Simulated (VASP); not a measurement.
AgBr:

```
CELL_PARAMETERS angstrom
0.00000 2.92166 2.92166
2.92166 0.00000 2.92166
2.92166 2.92166 0.00000
ATOMIC_POSITIONS crystal
Ag 0.00000 0.00000 0.00000
Br 0.50000 0.50000 0.50000
```

```yaml
Program: VASP 6.6.1
Task: relaxation of cell and atoms
Functional: PBEsol
Potentials_or_basis: VASP PAW PBE potentials, release 64 (Ag, Br)
Cutoff: 500 eV
k_mesh: 8 × 8 × 8
Occupations: fermi-dirac, width 0.02 eV
Spin: no spin polarisation
```

At the start: pressure -3.7 GPa; volume 24.94 Å³/atom.

Q: How do energy, volume and symmetry change on relaxing?

A: Over 3 steps the energy falls by 26.7 meV/atom and the volume is 22.82 Å³/atom (-8.5 %); space group Fm-3m (No. 225, to 0.05 Å).

The path:
```tsv
step	energy change (eV)	largest force (eV/Å)	pressure (GPa)	volume (Å³)
1	0.0000	0.0000	-3.66	49.88
2	-0.0532	0.0000	-0.28	45.88
3	-0.0534	0.0000	-0.01	45.64
```

Final structure:
```xyz
2
Lattice="0.0000 2.8364 2.8364 2.8364 0.0000 2.8364 2.8364 2.8364 0.0000" Properties=species:S:1:pos:R:3 pbc="T T T"
Ag    0.0000    0.0000    0.0000
Br    2.8364    2.8364    2.8364
```

Caveat: the PAW data sets were made with another functional, which shifts forces and pressure a little.
